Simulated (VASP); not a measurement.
# Si (Immm) in VASP: further runs

The runs below take Si through single point, with LDA.

Program: VASP 6.6.1. These are calculated values, not measurements. Logs are shortened: lines on timing, memory, paths and dates and some standing lists are left out, and cuts for length are marked.

### Step 1. The cell of the first run

The structure is orthorhombic, space group Immm (No. 71). The conventional cell has a = 2.641 Å, b = 3.010 Å, c = 3.498 Å, α = 90.00°, β = 90.00°, γ = 90.00°. Within 3.5 Å of Si (site symmetry mmm) lie 14 Si at 2.64 to 3.50 Å.

### Step 2. Single point, LDA (strain -0.0750 x Voigt [1, -1, 0, 0, 0, 0])

The input, INCAR:

```
SYSTEM = Si
ALGO = Normal
EDIFF = 1E-6
ENCUT = 520
ISIF = 2
ISMEAR = 0
LASPH = .TRUE.
LCHARG = .FALSE.
LREAL = .FALSE.
LWAVE = .FALSE.
NBANDS = 8
NELM = 100
PREC = Accurate
SIGMA = 0.15
```

The input, KPOINTS:

```
k-points
0
G
  22 22 22
  0 0 0
```

The input, POSCAR:

```
Si
1.0
   -1.5048963103      1.7489335498      1.3203298500
    1.5048963103     -1.7489335498      1.3203298500
    1.5048963103      1.7489335498     -1.3203298500
Si
1
Direct
    0.0000000000      0.0000000000      0.0000000000
```

Potentials or basis: VASP PAW LDA potentials, release 64 (Si).

The run is started by

```
$ cat potpaw_LDA.64/Si/POTCAR > POTCAR
$ mpirun -np 1 vasp_std > vasp.out
```

OUTCAR:

```text
SYSTEM = Si
   EDIFF = 1E-6
   ENCUT = 520
   ISIF = 2
   ISMEAR = 0
   LASPH = .TRUE.
   LREAL = .FALSE.
   NELM = 100
   PREC = Accurate

 ion  position               nearest neighbor table
   1  0.000  0.000  0.000-

  LATTYP: Found a body centered orthorhombic cell.
 ALAT       =     2.6406597000
 B/A-ratio  =     1.1397881448
 C/A-ratio  =     1.3246186548

  Lattice vectors:

 A1 = (   1.5048963103,  -1.7489335498,   1.3203298500)
 A2 = (  -1.5048963103,  -1.7489335498,  -1.3203298500)
 A3 = (   1.5048963103,   1.7489335498,  -1.3203298500)

Analysis of symmetry for initial positions (statically):
=====================================================================
 Subroutine PRICEL returns:
 Original cell was already a primitive cell.

 Routine SETGRP: Setting up the symmetry group for a
 body centered orthorhombic supercell.

 Subroutine GETGRP returns: Found  8 space group operations
 (whereof  8 operations were pure point group operations)
 out of a pool of  8 trial point group operations.

The static configuration has the point symmetry D_2h.

Analysis of symmetry for dynamics (positions and initial velocities):
=====================================================================
 Subroutine PRICEL returns:
 Original cell was already a primitive cell.

 Routine SETGRP: Setting up the symmetry group for a
 body centered orthorhombic supercell.

 Subroutine GETGRP returns: Found  8 space group operations
 (whereof  8 operations were pure point group operations)
 out of a pool of  8 trial point group operations.

The dynamic configuration has the point symmetry D_2h.

 Subroutine INISYM returns: Found  8 space group operations
 (whereof  8 operations are pure point group operations),
 and found     1 'primitive' translations

----------------------------------------------------------------------------------------

                                     Primitive cell

  volume of cell :      13.9002

  direct lattice vectors                    reciprocal lattice vectors
    -1.504896310  1.748933550  1.320329850     0.000000000  0.285888506  0.378693249
     1.504896310 -1.748933550  1.320329850     0.332248805  0.000000000  0.378693249
     1.504896310  1.748933550 -1.320329850     0.332248805  0.285888506  0.000000000

  length of vectors
     2.658336393  2.658336393  2.658336393     0.474490057  0.503783529  0.438316673

  position of ions in fractional coordinates (direct lattice)
     0.000000000  0.000000000  0.000000000

  ion indices of the primitive-cell ions
   primitive index   ion index
                 1           1

----------------------------------------------------------------------------------------

 KPOINTS: k-points

Automatic generation of k-mesh.
 Grid dimensions read from file:
 generate k-points for:   22   22   22

 Generating k-lattice:

  Cartesian coordinates                     Fractional coordinates (reciprocal lattice)
     0.000000000  0.012994932  0.017213329     0.045454545  0.000000000 -0.000000000
     0.015102218  0.000000000  0.017213329     0.000000000  0.045454545 -0.000000000
     0.015102218  0.012994932  0.000000000     0.000000000 -0.000000000  0.045454545

  Length of vectors
     0.021567730  0.022899251  0.019923485

  Shift w.r.t. Gamma in fractional coordinates (k-lattice)
     0.000000000  0.000000000  0.000000000

 Subroutine IBZKPT returns following result:
 ===========================================

 Found   1530 irreducible k-points:

 Following reciprocal coordinates:
            Coordinates               Weight
  0.000000  0.000000  0.000000      1.000000
  0.045455 -0.000000  0.000000      4.000000
  0.090909 -0.000000  0.000000      4.000000
  0.136364  0.000000  0.000000      4.000000
  0.181818  0.000000  0.000000      4.000000
  0.227273  0.000000  0.000000      4.000000
[... 16 lines left out ...]
  0.454545  0.045455  0.000000      8.000000
  0.500000  0.045455 -0.000000      8.000000
 [... further k-points ...]
   k-points           NKPTS =   1530   k-points in BZ     NKDIM =   1530   number of bands    NBANDS=      8
   number of dos      NEDOS =    301   number of ions     NIONS =      1
   total plane-waves  NPLWV =   8000
   dimension x,y,z NGX =    20 NGY =   20 NGZ =   20
   dimension x,y,z NGXF=    40 NGYF=   40 NGZF=   40
   ions per type =               1
   NGX,Y,Z   is equivalent  to a cutoff of  12.51, 12.51, 12.51 a.u.
   NGXF,Y,Z  is equivalent  to a cutoff of  25.02, 25.02, 25.02 a.u.
 SYSTEM =  Si
   PREC   = accura    normal or accurate (medium, high low for compatibility)
   ISTART =      0    job   : 0-new  1-cont  2-samecut
   ICHARG =      2    charge: 1-file 2-atom 10-const
   ISPIN  =      1    spin polarized calculation?
   LNONCOLLINEAR =      F non collinear calculations
   LSORBIT =      F    spin-orbit coupling
   LASPH  =      T    aspherical Exc in radial PAW
   ENCUT  =  520.0 eV  38.22 Ry    6.18 a.u.   4.94  4.94  4.94*2*pi/ulx,y,z
   NELM   =    100;   NELMIN=  2; NELMDL= -5     # of ELM steps
   EDIFF  = 0.1E-05   stopping-criterion for ELM
   LREAL  =      F    real-space projection
   EDIFFG = 0.1E-04   stopping-criterion for IOM
   NSW    =      0    number of steps for IOM
   IBRION =     -1    ionic relax: 0-MD 1-quasi-New 2-CG
   NFREE  =      0    steps in history (QN), initial steepest desc. (CG)
   ISIF   =      2    stress and relaxation
   ISYM   =      2    0-nonsym 1-usesym 2-fastsym
   POTIM  = 0.5000    time-step for ionic-motion
   TEBEG  =    0.0;   TEEND  =   0.0 temperature during run
   PSTRESS=    0.0 pullay stress
   NELECT =       4.0000    total number of electrons
   NUPDOWN=      -1.0000    fix difference up-down
   EMIN   =  10.00;   EMAX   =-10.00  energy-range for DOS
   EFERMI =   0.00;   METHOD = LEGACY
   ISMEAR =     0;   SIGMA  =   0.15  broadening in eV -4-tet -1-fermi 0-gaus
   EFERMI_NEDOS =   21; number of points for ismear=-14 and -15
   IALGO  =     38    algorithm
   IMIX   =      4    mixing-type and parameters
     AMIX     =   0.40;   BMIX     =  1.00
     AMIX_MAG =   1.60;   BMIX_MAG =  1.00
  volume/ion in A,a.u.               =      13.90        93.80
  Fermi-wavevector in a.u.,A,eV,Ry     =   1.080822  2.042457 15.893993  1.168176
  Thomas-Fermi vector in A             =   2.216823
   LORBIT       =      0    0 simple, 1 ext, 2 COOP (PROOUT), +10 PAW based schemes
   GGA     = CA    functional components
   LHFCALC =     F    Hartree Fock is set to
   AEXX    =    0.0000 exact exchange contribution
   IVDW    =     0    specifies the selected vdW correction
   LEPSILON=     F    determine dielectric tensor
   LRPA    =     F    only Hartree local field effects (RPA)
 non-spin polarized calculation
 Gauss-broadening in eV      SIGMA  =   0.15
  energy-cutoff  :      520.00
  volume of cell :       13.90
 maximum number of plane-waves:       391
   NGX =  9   NGY =  9   NGZ =  9

 number of electron       4.0000000 magnetization

 Free energy of the ion-electron system (eV)
  ---------------------------------------------------
  ext. energy  EPLUGINS =         0.00000000
  ---------------------------------------------------
  free energy    TOTEN  =        -5.53030133 eV

  energy without entropy =       -5.52580679  energy(sigma->0) =       -5.52805406

 E-fermi :  10.6505     XC(G=0): -11.4204

 val. band max:       10.6448229027   @ k =  -0.2273  -0.2727   0.0455
 cond. band min:      10.6607339562   @ k =  -0.4091   0.4545   0.3182
 fundamental gap:      0.0159110535
 Fermi energy:        10.6505343465

 k-point     1 :       0.0000    0.0000    0.0000
  band No.  band energies     occupation
      1      -4.1135      2.00000
      2      20.6379      0.00000
      3      20.7169      0.00000
      4      21.2369      0.00000
      5      23.4258      0.00000
      6      23.9786      0.00000
      7      24.5446      0.00000
      8      27.3957      0.00000

 k-point     2 :       0.0455   -0.0000    0.0000
  band No.  band energies     occupation
      1      -4.0461      2.00000
      2      19.8128      0.00000
      3      21.0147      0.00000
      4      21.6186      0.00000
      5      22.4626      0.00000
      6      24.2328      0.00000
      7      24.8350      0.00000
      8      27.0261      0.00000

 k-point     3 :       0.0909   -0.0000    0.0000
  band No.  band energies     occupation
      1      -3.8438      2.00000
      2      19.0497      0.00000
      3      20.3449      0.00000
      4      20.8680      0.00000
      5      22.5551      0.00000
      6      24.6187      0.00000
      7      25.2566      0.00000
      8      26.2534      0.00000

 k-point     4 :       0.1364    0.0000    0.0000
  band No.  band energies     occupation
      1      -3.5071      2.00000
      2      18.3951      0.00000
      3      18.5119      0.00000
      4      20.1758      0.00000
      5      23.1528      0.00000
      6      24.5623      0.00000
      7      25.7673      0.00000
      8      26.1202      0.00000

 k-point     5 :       0.1818    0.0000    0.0000
  band No.  band energies     occupation
      1      -3.0368      2.00000
      2      16.4461      0.00000
      3      17.8523      0.00000
      4      19.7168      0.00000
      5      22.8311      0.00000
      6      24.2938      0.00000
      7      26.3129      0.00000
      8      26.7810      0.00000

 k-point     6 :       0.2273    0.0000    0.0000
  band No.  band energies     occupation
      1      -2.4337      2.00000
      2      14.3941      0.00000
      3      17.4221      0.00000
      4      19.3477      0.00000
      5      22.0074      0.00000
      6      23.8710      0.00000
      7      26.3385      0.00000
      8      27.5358      0.00000

 k-point     7 :       0.2727    0.0000    0.0000
  band No.  band energies     occupation
      1      -1.6990      2.00000
      2      12.4025      0.00000
      3      17.1027      0.00000
      4      19.0686      0.00000
      5      21.1281      0.00000
      6      23.3124      0.00000
      7      25.9698      0.00000
      8      29.0113      0.00000

 k-point     8 :       0.3182    0.0000    0.0000
  band No.  band energies     occupation
      1      -0.8343      2.00000
      2      10.4933      1.86169
      3      16.8901      0.00000
      4      18.8780      0.00000
      5      20.3168      0.00000
      6      22.6964      0.00000
      7      25.8265      0.00000
      8      30.6299      0.00000

 k-point     9 :       0.3636   -0.0000    0.0000
  band No.  band energies     occupation
      1       0.1589      2.00000
      2       8.6799      2.00000
      3      16.7756      0.00000
      4      18.7683      0.00000
      5      19.6189      0.00000
      6      22.1169      0.00000
      7      25.8514      0.00000
      8      29.9390      0.00000

 k-point    10 :       0.4091    0.0000   -0.0000
  band No.  band energies     occupation
      1       1.2784      2.00000
      2       6.9707      2.00000
      3      16.7419      0.00000
      4      18.7232      0.00000
      5      19.0660      0.00000
      6      21.6441      0.00000
      7      25.9829      0.00000
      8      29.2358      0.00000
[... 78 lines left out ...]
 k-point    18 :       0.2273    0.0455    0.0000
  band No.  band energies     occupation
      1      -1.9320      2.00000
      2      13.1491      0.00000
      3      17.2613      0.00000
      4      19.3354      0.00000
      5      21.0883      0.00000
      6      23.4061      0.00000
      7      25.4117      0.00000
      8      27.5453      0.00000

 k-point    19 :       0.2727    0.0455    0.0000
  band No.  band energies     occupation
      1      -1.1144      2.00000
      2      11.2127      0.00000
      3      17.0113      0.00000
      4      18.7908      0.00000
      5      20.5551      0.00000
      6      22.9495      0.00000
      7      25.0894      0.00000
      8      29.0660      0.00000

 k-point    20 :       0.3182    0.0455   -0.0000
  band No.  band energies     occupation
      1      -0.1677      2.00000
      2       9.3662      2.00000
      3      16.8485      0.00000
      4      18.2415      0.00000
      5      20.2236      0.00000
      6      22.4234      0.00000
      7      25.0344      0.00000
      8      30.5902      0.00000

 k-point    21 :       0.3636    0.0455    0.0000
  band No.  band energies     occupation
      1       0.9062      2.00000
      2       7.6203      2.00000
      3      16.7295      0.00000
      4      17.7813      0.00000
      5      20.0343      0.00000
      6      21.9658      0.00000
      7      25.1627      0.00000
      8      30.4148      0.00000

 k-point    22 :       0.4091    0.0455   -0.0000
  band No.  band energies     occupation
      1       2.1049      2.00000
      2       5.9823      2.00000
      3      16.5595      0.00000
      4      17.5453      0.00000
      5      19.9140      0.00000
      6      21.6758      0.00000
      7      25.4182      0.00000
      8      29.7534      0.00000

 k-point    23 :       0.4545    0.0455    0.0000
  band No.  band energies     occupation
      1       3.4258      2.00000
      2       4.4577      2.00000
      3      16.3032      0.00000
      4      17.5857      0.00000
      5      19.8142      0.00000
      6      21.6138      0.00000
      7      25.7570      0.00000
      8      29.2177      0.00000

 k-point    24 :       0.5000    0.0455   -0.0000
  band No.  band energies     occupation
      1       3.0485      2.00000
      2       4.8683      2.00000
      3      16.0536      0.00000
      4      17.8049      0.00000
      5      19.7486      0.00000
      6      21.7809      0.00000
      7      26.1171      0.00000
      8      28.8916      0.00000

 [... further k-points ...]

------------------------ aborting loop because EDIFF is reached ----------------------------------------

  FORCE on cell =-STRESS in cart. coord.  units (eV):
  Direction    XX          YY          ZZ          XY          YZ          ZX
  --------------------------------------------------------------------------------------
  -------------------------------------------------------------------------------------
  Total        0.3224746     -0.2066988      0.0499218      0.0000000      0.0000000     -0.0000000
  in kB       37.1692480    -23.8246314      5.7541161      0.0000000      0.0000000     -0.0000000
  external PRESSURE =       6.3662442 kB  Pullay stress =       0.0000000 kB

 VOLUME and BASIS-vectors are now :
 -----------------------------------------------------------------------------
  energy-cutoff  :      520.00
  volume of cell :       13.90
      direct lattice vectors                 reciprocal lattice vectors
    -1.504896310  1.748933550  1.320329850     0.000000000  0.285888506  0.378693249
     1.504896310 -1.748933550  1.320329850     0.332248805  0.000000000  0.378693249
     1.504896310  1.748933550 -1.320329850     0.332248805  0.285888506  0.000000000

 POSITION                                       TOTAL-FORCE (eV/Angst)
 -----------------------------------------------------------------------------------
      0.00000      0.00000      0.00000         0.000000      0.000000      0.000000
 -----------------------------------------------------------------------------------
    total drift:                                0.000000      0.000000      0.000000

  FREE ENERGIE OF THE ION-ELECTRON SYSTEM (eV)
  ---------------------------------------------------
  free  energy   TOTEN  =        -5.5303013291 eV

  energy  without entropy=       -5.5258067893  energy(sigma->0) =       -5.52805406
```

It took 45 s on 1 thread of Intel Xeon 6975P-C (Granite Rapids), shared host; peak memory 0.23 GiB.

Results:

| Property | Result |
| --- | --- |
| Free energy | -5.5303 eV |
| Pressure | 0.6 GPa |
| Band gap on the k mesh | zero (band 2 reaches 20.74 eV, above the bottom of band 3 at 7.12 eV) |

Stress tensor (GPa, compression positive):
```
 3.72  0.00  0.00
 0.00 -2.38  0.00
 0.00  0.00  0.58
```

Caveat: the cell differs from its parent crystal (strain -0.0750 x Voigt [1, -1, 0, 0, 0, 0]).

### Step 3. Single point, LDA (strain +0.0375 x Voigt [1, -1, 0, 0, 0, 0])

The input, INCAR:

```
SYSTEM = Si
  PREC = Accurate
  ENCUT = 520
  EDIFF = 1E-7
  ISMEAR = 0
  SIGMA = 0.15
  LREAL = .FALSE.
  LASPH = .TRUE.
  NELM = 80
  ALGO = Normal
  ISIF = 2
  LWAVE = .FALSE.
  LCHARG = .TRUE.
  GGA = CA
  LELF = .TRUE.
  LVHAR = .TRUE.
  NBANDS = 8
```

The input, KPOINTS:

```
Automatic mesh
0
G
  22 22 22
  0 0 0
```

The input, POSCAR:

```
Si
1.0
   -1.6879242399      1.5659056201      1.3203298500
    1.6879242399     -1.5659056201      1.3203298500
    1.6879242399      1.5659056201     -1.3203298500
Si
1
Direct
    0.0000000000      0.0000000000      0.0000000000
```

Potentials or basis: VASP PAW LDA potentials, release 64 (Si).

The run is started by

```
$ cat potpaw_LDA.64/Si/POTCAR > POTCAR
$ mpirun -np 1 vasp_std > vasp.out
```

Run time: 44 s. Hardware: 1 thread of Intel Xeon 6975P-C (Granite Rapids), shared host; peak memory 0.23 GiB.

It converged, with:

```
Free energy            : -5.5549 eV
Pressure               : 0.1 GPa
Band gap on the k mesh : zero (band 2 reaches 20.43 eV, above the bottom of band 3 at 6.98 eV)
```

Stress tensor (GPa, compression positive):
```
-3.22  0.00  0.00
 0.00  3.98  0.00
 0.00  0.00 -0.37
```

Levels at points of the mesh, in eV from the Fermi level:
| k point | band 1 | band 2 | band 3 | band 4 | band 5 | band 6 |
| --- | --- | --- | --- | --- | --- | --- |
| (0.00, 0.00, 0.00) | -14.71 | 9.68 | 9.96 | 10.25 | 12.93 | 13.59 |
| (0.50, 0.00, 0.00) | -6.25 | -5.75 | 4.25 | 5.72 | 5.74 | 8.70 |
| (0.00, 0.50, 0.00) | -6.60 | -6.40 | 5.37 | 7.07 | 7.33 | 9.91 |
| (0.50, 0.50, 0.00) | -8.51 | -7.37 | 8.96 | 11.44 | 11.48 | 11.77 |
| (0.50, 0.50, 0.50) | -3.24 | -1.82 | -1.44 | 1.55 | 4.13 | 6.57 |

Caveat: the cell differs from its parent crystal (strain +0.0375 x Voigt [1, -1, 0, 0, 0, 0]).

### Step 4. Single point, LDA (strain +0.0562 x Voigt [1, -1, 0, 0, 0, 0])

The input, INCAR:

```
ALGO = Normal
EDIFF = 1E-6
ENCUT = 520
GGA = CA
ISIF = 2
ISMEAR = 0
LASPH = True
LCHARG = True
LELF = True
LREAL = False
LVHAR = True
LWAVE = False
NBANDS = 8
NELM = 100
PREC = Accurate
SIGMA = 0.15
```

The input, KPOINTS:

```
k-points
0
Gamma
  22 22 22
```

The input, POSCAR:

```
Si
1.0
   -1.7183475491      1.5354823109      1.3203298500
    1.7183475491     -1.5354823109      1.3203298500
    1.7183475491      1.5354823109     -1.3203298500
Si
1
Direct
    0.0000000000      0.0000000000      0.0000000000
```

The run is started by

```
$ cat potpaw_LDA.64/Si/POTCAR > POTCAR
$ mpirun -np 1 vasp_std > vasp.out
```

Run time: 45 s. Hardware: 1 thread of Intel Xeon 6975P-C (Granite Rapids), shared host; peak memory 0.23 GiB.

It converged, with:

- Free energy: -5.5425 eV
- Pressure: 0.3 GPa
- Band gap on the k mesh: zero (band 2 reaches 20.58 eV, above the bottom of band 3 at 7.02 eV)

Stress tensor (GPa, compression positive):
```
-3.28  0.00  0.00
 0.00  4.65  0.00
 0.00  0.00 -0.43
```

Levels at points of the mesh, in eV from the Fermi level:
```csv
k point,band 1,band 2,band 3,band 4,band 5,band 6
"(0.00, 0.00, 0.00)",-14.73,9.81,9.99,10.41,12.87,13.48
"(0.50, 0.00, 0.00)",-6.16,-5.59,4.04,5.36,5.45,8.43
"(0.00, 0.50, 0.00)",-6.69,-6.56,5.73,7.48,7.71,10.24
"(0.50, 0.50, 0.00)",-8.47,-7.37,8.98,11.24,11.48,11.74
"(0.50, 0.50, 0.50)",-3.64,-2.14,-0.93,1.89,4.11,6.58
```

Caveat: the cell differs from its parent crystal (strain +0.0562 x Voigt [1, -1, 0, 0, 0, 0]).

### Step 5. The runs side by side

| cell | gap on the mesh (eV) | pressure (GPa) |
| --- | --- | --- |
| a = 2.658 Å, angles 111.0, 97.7, 120.4°, 1 atom | none | 0.6 |
| a = 2.654 Å, angles 101.0, 107.7, 120.3°, 1 atom | none | 0.1 |
| a = 2.656 Å, angles 99.4, 109.4, 120.4°, 1 atom | none | 0.3 |

Alike in all rows: task single point; level LDA; potentials or basis VASP PAW LDA potentials, release 64 (Si); no spin polarisation; k mesh 22 × 22 × 22; cutoff (eV) 520; smearing gaussian 0.15 eV.

Total energies depend on the potentials used, so only differences within one code and one set of settings carry meaning.
